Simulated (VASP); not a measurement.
# HC4 in VASP: a series of runs

HC4 is run at these levels: PBE+D3(BJ); tasks: single point.

Everything below comes from runs of VASP 6.6.1. Logs are shortened: lines on timing, memory, paths and dates and some standing lists are left out, and cuts for length are marked.

### 1 The cell of the first run

The cell holds a slab with vacuum, 10 atoms: a = 4.931 Å, b = 4.931 Å, c = 18.000 Å, α = 90.00°, β = 90.00°, γ = 120.00°.

### 2 Single point, PBE+D3(BJ)

The input, INCAR:

```
SYSTEM = HC4
PREC     = Accurate       ! precision mode
ENCUT    = 520            ! plane-wave cutoff, eV
EDIFF    = 1E-6           ! SCF threshold, eV
ISMEAR   = 0              ! smearing method
SIGMA    = 0.1            ! smearing width, eV
LREAL    = .False.        ! projectors in reciprocal space
LASPH    = .True.         ! aspherical terms in the spheres
NELM     = 120            ! most SCF steps
ALGO     = Normal         ! electronic algorithm
ISIF     = 2              ! what is computed and relaxed
LWAVE    = .False.        ! write WAVECAR
LCHARG   = .False.        ! write CHGCAR
LDIPOL   = .True.       
IDIPOL   = 3            
DIPOL    = 0.5 0.5 0.251
GGA      = PE             ! functional
IVDW     = 12             ! dispersion correction
NBANDS   = 28             ! bands
GGA_COMPAT= .False.      
NELMDL   = -8
```

The input, KPOINTS:

```
regular mesh
0
Gamma
  6 6 1
  0 0 0
```

The input, POSCAR:

```
HC4
1.0
    4.9314379192      0.0000000000      0.0000000000
   -2.4657189596      4.2707505152      0.0000000000
    0.0000000000      0.0000000000     18.0000000000
C H
8 2
Direct
    0.1666666667      0.3333333333      0.2222222222
    0.1666666667      0.8333333333      0.2222222222
    0.6666666667      0.3333333333      0.2222222222
    0.6666666667      0.8333333333      0.2222222222
    0.3333333333      0.1666666667      0.2222222222
    0.3333333333      0.6666666667      0.2222222222
    0.8333333333      0.1666666667      0.2222222222
    0.8333333333      0.6666666667      0.2222222222
    0.1227633763      0.3772366237      0.3666666667
    0.2105699570      0.2894300430      0.3666666667
```

Potentials or basis: VASP PAW PBE potentials, release 64 (C, H).

Started as:

```sh
$ cat potpaw_PBE.64/C/POTCAR potpaw_PBE.64/H/POTCAR > POTCAR
$ mpirun -np 1 vasp_std > vasp.out
```

OUTCAR:

```text
SYSTEM = HC4
   PREC = Accurate
   ENCUT = 520
   EDIFF = 1E-6
   ISMEAR = 0
   LREAL = .False.
   LASPH = .True.
   NELM = 120
   ISIF = 2
   GGA = PE
   IVDW = 12
   NELMDL = -8
 IVDW          = 12

 ion  position               nearest neighbor table
   1  0.167  0.333  0.222-   5 1.42   6 1.42   7 1.42
   2  0.167  0.833  0.222-   6 1.42   5 1.42   8 1.42
   3  0.667  0.333  0.222-   7 1.42   8 1.42   5 1.42
   4  0.667  0.833  0.222-   8 1.42   7 1.42   6 1.42
   5  0.333  0.167  0.222-   1 1.42   2 1.42   3 1.42
   6  0.333  0.667  0.222-   2 1.42   1 1.42   4 1.42
   7  0.833  0.167  0.222-   3 1.42   4 1.42   1 1.42
   8  0.833  0.667  0.222-   4 1.42   3 1.42   2 1.42
   9  0.123  0.377  0.367-  10 0.75
  10  0.211  0.289  0.367-   9 0.75

  LATTYP: Found a hexagonal cell.
 ALAT       =     4.9314379192
 C/A-ratio  =     3.6500510186

  Lattice vectors:

 A1 = (   4.9314379192,   0.0000000000,   0.0000000000)
 A2 = (  -2.4657189596,   4.2707505152,   0.0000000000)
 A3 = (   0.0000000000,   0.0000000000,  18.0000000000)

Analysis of symmetry for initial positions (statically):
=====================================================================
 Subroutine PRICEL returns:
 Original cell was already a primitive cell.

 Routine SETGRP: Setting up the symmetry group for a
 hexagonal supercell.

 Subroutine GETGRP returns: Found  2 space group operations
 (whereof  1 operations were pure point group operations)
 out of a pool of 24 trial point group operations.

The static configuration has the point symmetry C_1 .
 The point group associated with its full space group is C_1h.

Analysis of symmetry for dynamics (positions and initial velocities):
=====================================================================
 Subroutine PRICEL returns:
 Original cell was already a primitive cell.

 Routine SETGRP: Setting up the symmetry group for a
 hexagonal supercell.

 Subroutine GETGRP returns: Found  2 space group operations
 (whereof  1 operations were pure point group operations)
 out of a pool of 24 trial point group operations.

The dynamic configuration has the point symmetry C_1 .
 The point group associated with its full space group is C_1h.

 Subroutine INISYM returns: Found  2 space group operations
 (whereof  1 operations are pure point group operations),
 and found     1 'primitive' translations

----------------------------------------------------------------------------------------

                                     Primitive cell

  volume of cell :     379.0969

  direct lattice vectors                    reciprocal lattice vectors
     4.931437919  0.000000000  0.000000000     0.202780612  0.117075441  0.000000000
    -2.465718960  4.270750515  0.000000000     0.000000000  0.234150882  0.000000000
     0.000000000  0.000000000 18.000000000     0.000000000  0.000000000  0.055555556

  length of vectors
     4.931437919  4.931437919 18.000000000     0.234150882  0.234150882  0.055555556

  position of ions in fractional coordinates (direct lattice)
     0.166666667  0.333333333  0.222222222
     0.166666667  0.833333333  0.222222222
     0.666666667  0.333333333  0.222222222
     0.666666667  0.833333333  0.222222222
     0.333333333  0.166666667  0.222222222
     0.333333333  0.666666667  0.222222222
     0.833333333  0.166666667  0.222222222
     0.833333333  0.666666667  0.222222222
     0.122763376  0.377236624  0.366666667
     0.210569957  0.289430043  0.366666667

  ion indices of the primitive-cell ions
   primitive index   ion index
                 1           1
                 2           2
                 3           3
                 4           4
                 5           5
                 6           6
                 7           7
                 8           8
                 9           9
                10          10

----------------------------------------------------------------------------------------

 KPOINTS: regular mesh

Automatic generation of k-mesh.
 Grid dimensions read from file:
 generate k-points for:    6    6    1

 Generating k-lattice:

  Cartesian coordinates                     Fractional coordinates (reciprocal lattice)
     0.033796769  0.019512574  0.000000000     0.166666667 -0.000000000  0.000000000
     0.000000000  0.039025147  0.000000000     0.000000000  0.166666667  0.000000000
     0.000000000  0.000000000  0.055555556     0.000000000  0.000000000  1.000000000

  Length of vectors
     0.039025147  0.039025147  0.055555556

  Shift w.r.t. Gamma in fractional coordinates (k-lattice)
     0.000000000  0.000000000  0.000000000

 Subroutine IBZKPT returns following result:
 ===========================================

 Found     13 irreducible k-points:

 Following reciprocal coordinates:
            Coordinates               Weight
  0.000000  0.000000  0.000000      1.000000
  0.166667  0.000000  0.000000      4.000000
 -0.166667  0.166667  0.000000      2.000000
  0.333333  0.000000  0.000000      4.000000
 -0.333333  0.333333  0.000000      2.000000
  0.500000 -0.000000  0.000000      2.000000
  0.500000  0.500000  0.000000      1.000000
  0.166667  0.166667  0.000000      2.000000
 -0.166667  0.333333  0.000000      4.000000
  0.333333  0.166667  0.000000      4.000000
 -0.166667  0.500000  0.000000      4.000000
  0.500000  0.333333  0.000000      4.000000
  0.333333  0.333333  0.000000      2.000000
   k-points           NKPTS =     13   k-points in BZ     NKDIM =     13   number of bands    NBANDS=     28
   number of dos      NEDOS =    301   number of ions     NIONS =     10
   total plane-waves  NPLWV = 224000
   dimension x,y,z NGX =    40 NGY =   40 NGZ =  140
   dimension x,y,z NGXF=    80 NGYF=   80 NGZF=  280
   ions per type =               8   2
   NGX,Y,Z   is equivalent  to a cutoff of  13.48, 13.48, 12.93 a.u.
   NGXF,Y,Z  is equivalent  to a cutoff of  26.97, 26.97, 25.86 a.u.
 SYSTEM =  HC4
   PREC   = accura    normal or accurate (medium, high low for compatibility)
   ISTART =      0    job   : 0-new  1-cont  2-samecut
   ICHARG =      2    charge: 1-file 2-atom 10-const
   ISPIN  =      1    spin polarized calculation?
   LNONCOLLINEAR =      F non collinear calculations
   LSORBIT =      F    spin-orbit coupling
   LASPH  =      T    aspherical Exc in radial PAW
   ENCUT  =  520.0 eV  38.22 Ry    6.18 a.u.   9.17  9.17 33.47*2*pi/ulx,y,z
   NELM   =    120;   NELMIN=  2; NELMDL= -8     # of ELM steps
   EDIFF  = 0.1E-05   stopping-criterion for ELM
   LREAL  =      F    real-space projection
   EDIFFG = 0.1E-04   stopping-criterion for IOM
   NSW    =      0    number of steps for IOM
   IBRION =     -1    ionic relax: 0-MD 1-quasi-New 2-CG
   NFREE  =      0    steps in history (QN), initial steepest desc. (CG)
   ISIF   =      2    stress and relaxation
   ISYM   =      2    0-nonsym 1-usesym 2-fastsym
   POTIM  = 0.5000    time-step for ionic-motion
   TEBEG  =    0.0;   TEEND  =   0.0 temperature during run
   PSTRESS=    0.0 pullay stress
   NELECT =      34.0000    total number of electrons
   NUPDOWN=      -1.0000    fix difference up-down
   EMIN   =  10.00;   EMAX   =-10.00  energy-range for DOS
   EFERMI =   0.00;   METHOD = LEGACY
   ISMEAR =     0;   SIGMA  =   0.10  broadening in eV -4-tet -1-fermi 0-gaus
   EFERMI_NEDOS =   21; number of points for ismear=-14 and -15
   IALGO  =     38    algorithm
   IMIX   =      4    mixing-type and parameters
     AMIX     =   0.40;   BMIX     =  1.00
     AMIX_MAG =   1.60;   BMIX_MAG =  1.00
  volume/ion in A,a.u.               =      37.91       255.83
  Fermi-wavevector in a.u.,A,eV,Ry     =   0.732798  1.384788  7.306236  0.536993
  Thomas-Fermi vector in A             =   1.825350
   LORBIT       =      0    0 simple, 1 ext, 2 COOP (PROOUT), +10 PAW based schemes
   GGA     = PE    functional components
   LHFCALC =     F    Hartree Fock is set to
   AEXX    =    0.0000 exact exchange contribution
   IVDW    =    12    specifies the selected vdW correction
   LEPSILON=     F    determine dielectric tensor
   LRPA    =     F    only Hartree local field effects (RPA)
 non-spin polarized calculation
 Gauss-broadening in eV      SIGMA  =   0.10
  energy-cutoff  :      520.00
  volume of cell :      379.10
 maximum number of plane-waves:     10258
 NGX is ok and might be reduce to    40
   NGX = 19   NGY = 19   NGZ = 67

 dipolmoment           0.000000      0.000000     -0.003484 electrons x Angstroem

 number of electron      33.9999997 magnetization

 dipolmoment           0.000000      0.000000      0.011273 electrons x Angstroem

 Free energy of the ion-electron system (eV)
  ---------------------------------------------------
  ext. energy  EPLUGINS =         0.00000000
  ---------------------------------------------------
  free energy    TOTEN  =       -80.46207659 eV

  energy without entropy =      -80.45583320  energy(sigma->0) =      -80.45895490

 E-fermi :  -2.5393     XC(G=0):  -2.7653

 val. band max:       -2.5456866936   @ k =   0.3333   0.3333   0.0000
 cond. band min:      -2.5329491668   @ k =   0.3333   0.3333   0.0000
 fundamental gap:      0.0127375268
 Fermi energy:        -2.5393179303

 k-point     1 :       0.0000    0.0000    0.0000
  band No.  band energies     occupation
      1     -22.0600      2.00000
      2     -16.8180      2.00000
      3     -16.8166      2.00000
      4     -16.8155      2.00000
      5     -15.7762      2.00000
      6     -15.7749      2.00000
[... 20 lines left out ...]
     27       4.8342      0.00000
     28       4.8347      0.00000
[... 342 lines left out ...]
 k-point    13 :       0.3333    0.3333    0.0000
  band No.  band energies     occupation
      1     -20.1168      2.00000
      2     -20.1119      2.00000
      3     -20.1087      2.00000
      4     -15.1368      2.00000
      5     -15.1333      2.00000
      6     -13.0945      2.00000
[... 20 lines left out ...]
     27       4.2008      0.00000
     28       4.6219      0.00000

------------------------ aborting loop because EDIFF is reached ----------------------------------------

 vacuum level on the upper side and lower side of the slab       (xc-potential included)        -0.094        -0.156

 Edisp (eV)   -0.79656

 E8    (eV) :    -0.2419

  FORCE on cell =-STRESS in cart. coord.  units (eV):
  Direction    XX          YY          ZZ          XY          YZ          ZX
  --------------------------------------------------------------------------------------
  -------------------------------------------------------------------------------------
  Total       0.13225     0.15926     0.80045     0.02340    -0.00413     0.00715
  in kB       0.55891     0.67310     3.38293     0.09889    -0.01744     0.03021
  external pressure =        1.54 kB  Pullay stress =        0.00 kB

 VOLUME and BASIS-vectors are now :
 -----------------------------------------------------------------------------
  energy-cutoff  :      520.00
  volume of cell :      379.10
      direct lattice vectors                 reciprocal lattice vectors
     4.931437919  0.000000000  0.000000000     0.202780612  0.117075441  0.000000000
    -2.465718960  4.270750515  0.000000000     0.000000000  0.234150882  0.000000000
     0.000000000  0.000000000 18.000000000     0.000000000  0.000000000  0.055555556

 POSITION                                       TOTAL-FORCE (eV/Angst)
 -----------------------------------------------------------------------------------
      0.00000      1.42358      4.00000        -0.002639      0.001524     -0.250188
     -1.23286      3.55896      4.00000         0.015197      0.003054      0.021336
      2.46572      1.42358      4.00000         0.004953     -0.014688      0.021336
      1.23286      3.55896      4.00000        -0.014029      0.008100      0.018097
      1.23286      0.71179      4.00000        -0.037559      0.021685     -0.056321
     -0.00000      2.84717      4.00000         0.006017     -0.035150     -0.063469
      3.69858      0.71179      4.00000         0.033449      0.012364     -0.063469
      2.46572      2.84717      4.00000        -0.008031      0.004637      0.036409
     -0.32476      1.61108      6.60000         0.025814     -0.014903      0.169823
      0.32476      1.23608      6.60000        -0.023171      0.013378      0.166445
 -----------------------------------------------------------------------------------
    total drift:                               -0.000121      0.000070      0.000613

  FREE ENERGIE OF THE ION-ELECTRON SYSTEM (eV)
  ---------------------------------------------------
  free  energy   TOTEN  =       -81.2586410707 eV

  energy  without entropy=      -81.2523976729  energy(sigma->0) =      -81.25551937

 vacuum level on the upper side and lower side of the slab         1.814         1.720
```

Run time: 1.8 min. Hardware: 1 thread of Intel Xeon 6975P-C (Granite Rapids), shared host; peak memory 0.56 GiB.

Results:

* Free energy: -81.2586 eV
* Largest force: 0.250 eV/Å
* Band gap on the k mesh: 0.01 eV
* Dispersion energy per atom: -0.080 eV

Forces in eV/Å, atoms in the order of the input:
```
C   -0.003  0.002 -0.250
C    0.015  0.003  0.021
C    0.005 -0.015  0.021
C   -0.014  0.008  0.018
C   -0.038  0.022 -0.056
C    0.006 -0.035 -0.063
C    0.033  0.012 -0.063
C   -0.008  0.005  0.036
H    0.026 -0.015  0.170
H   -0.023  0.013  0.166
```

### 3 Single point, PBE+D3(BJ)

The input, INCAR:

```
ALGO     = Normal         # electronic algorithm
DIPOL    = 0.5 0.5 0.238
EDIFF    = 1E-6           # SCF threshold, eV
ENCUT    = 520            # plane-wave cutoff, eV
GGA      = PE             # functional
GGA_COMPAT= F            
IDIPOL   = 3            
ISIF     = 2              # what is computed and relaxed
ISMEAR   = 0              # smearing method
IVDW     = 12             # dispersion correction
LASPH    = T              # aspherical terms in the spheres
LCHARG   = F              # write CHGCAR
LDIPOL   = T            
LREAL    = F              # projectors in reciprocal space
LWAVE    = F              # write WAVECAR
NBANDS   = 28             # bands
NELM     = 120            # most SCF steps
NELMDL   = -8           
PREC     = Accurate       # precision mode
SIGMA    = 0.1            # smearing width, eV
```

The input, KPOINTS:

```
k-points
0
Gamma
  6 6 1
```

Changes to POSCAR since step 2:

```diff
@@ -16,3 +16,3 @@
     0.8333333333      0.6666666667      0.2222222222
-    0.1227633763      0.3772366237      0.3666666667
-    0.2105699570      0.2894300430      0.3666666667
+    0.1286171483      0.3713828517      0.3005555556
+    0.2047161850      0.2952838150      0.3005555556
```

Potentials or basis: VASP PAW PBE potentials, release 64 (C, H).

Started as:

```sh
$ cat potpaw_PBE.64/C/POTCAR potpaw_PBE.64/H/POTCAR > POTCAR
$ mpirun -np 1 vasp_std > vasp.out
```

It took 2.8 min on 1 thread of Intel Xeon 6975P-C (Granite Rapids), shared host; peak memory 0.56 GiB.

Results (log left out):

```yaml
Free_energy: -77.4776 eV
Largest_force: 6.408 eV/Å
Band_gap_on_the_k_mesh: 0.78 eV
Dispersion_energy_per_atom: -0.082 eV
```

Forces on the atoms (eV/Å):
```
C   -0.148  0.085 -3.037
C    0.156  0.062 -0.051
C    0.024 -0.166 -0.051
C   -0.181  0.104 -0.045
C    1.305 -0.754 -1.777
C    0.069  1.468 -1.825
C   -1.237 -0.793 -1.825
C    0.002 -0.001  0.384
H   -4.238  2.447  4.138
H    4.247 -2.452  4.090
```

Levels at points of the mesh, in eV from the valence-band top:
```csv
k point,band 13,band 14,band 15,band 16,band 17,band 18,band 19,band 20,band 21,band 22
"(0.00, 0.00, 0.00)",-2.98,-2.95,-2.31,-2.24,-0.72,1.36,1.64,1.90,4.17,4.28
"(0.50, 0.00, 0.00)",-5.15,-4.83,-4.04,-2.74,-0.85,2.73,2.85,5.06,5.97,6.13
"(0.50, 0.50, 0.00)",-5.10,-4.84,-4.09,-2.66,-0.80,2.77,2.88,4.82,5.97,6.13
```

### 4 Single point, PBE+D3(BJ)

The input, INCAR:

```
ALGO = Normal
DIPOL = 0.5 0.5 0.245
EDIFF = 1E-6
ENCUT = 520
GGA = PE
GGA_COMPAT = False
IDIPOL = 3
ISIF = 2
ISMEAR = 0
IVDW = 12
LASPH = True
LCHARG = True
LDIPOL = True
LELF = True
LREAL = False
LVACPOTAV = True
LVHAR = True
LWAVE = False
NBANDS = 28
NELM = 120
NELMDL = -8
PREC = Accurate
SIGMA = 0.1
```

KPOINTS is that of step 3.

Changes to POSCAR since step 3:

```diff
@@ -16,3 +16,3 @@
     0.8333333333      0.6666666667      0.2222222222
-    0.1286171483      0.3713828517      0.3005555556
-    0.2047161850      0.2952838150      0.3005555556
+    0.1286171483      0.3713828517      0.3361111111
+    0.2047161850      0.2952838150      0.3361111111
```

Started as:

```sh
$ cat potpaw_PBE.64/C/POTCAR potpaw_PBE.64/H/POTCAR > POTCAR
$ mpirun -np 1 vasp_std > vasp.out
```

It took 2.7 min on 1 thread of Intel Xeon 6975P-C (Granite Rapids), shared host; peak memory 0.56 GiB.

It converged, with:

| Quantity | Value |
| --- | --- |
| Free energy | -80.5293 eV |
| Largest force | 4.710 eV/Å |
| Band gap on the k mesh | 0.07 eV |
| Dispersion energy per atom | -0.082 eV |
| Ionisation potential of the upper face | 4.53 eV |

Forces on the atoms (eV/Å):
```
C   -0.013  0.008 -1.156
C    0.043  0.018  0.035
C    0.006 -0.046  0.035
C   -0.046  0.027  0.034
C    0.006 -0.003 -0.332
C    0.014  0.012 -0.340
C   -0.004 -0.018 -0.340
C   -0.009  0.005  0.104
H   -3.987  2.302  0.984
H    3.990 -2.304  0.976
```

Levels at points of the mesh, in eV from the valence-band top:
```
           k point  band 13  band 14  band 15  band 16  band 17  band 18  band 19  band 20  band 21  band 22
(0.00, 0.00, 0.00)    -3.01    -3.01    -2.35    -2.34    -2.08     1.57     1.65     1.71     3.74     4.23
(0.50, 0.00, 0.00)    -5.02    -5.01    -4.88    -2.75    -2.45     2.80     2.82     4.74     5.76     5.95
(0.50, 0.50, 0.00)    -5.02    -5.01    -4.90    -2.73    -2.43     2.80     2.83     4.41     5.76     5.92
```

### 5 The runs side by side

| cell | gap on the mesh (eV) | largest force (eV/Å) |
| --- | --- | --- |
| as given, atomic positions A | 0.01 | 0.25 |
| as given, atomic positions B | 0.78 | 6.41 |
| as given, atomic positions C | 0.07 | 4.71 |

Alike in all rows: task single point; level PBE+D3(BJ); potentials or basis VASP PAW PBE potentials, release 64 (C, H); no spin polarisation; k mesh 6 × 6 × 1; cutoff (eV) 520; smearing gaussian 0.1 eV.

Total energies depend on the potentials used, so only differences within one code and one set of settings carry meaning.
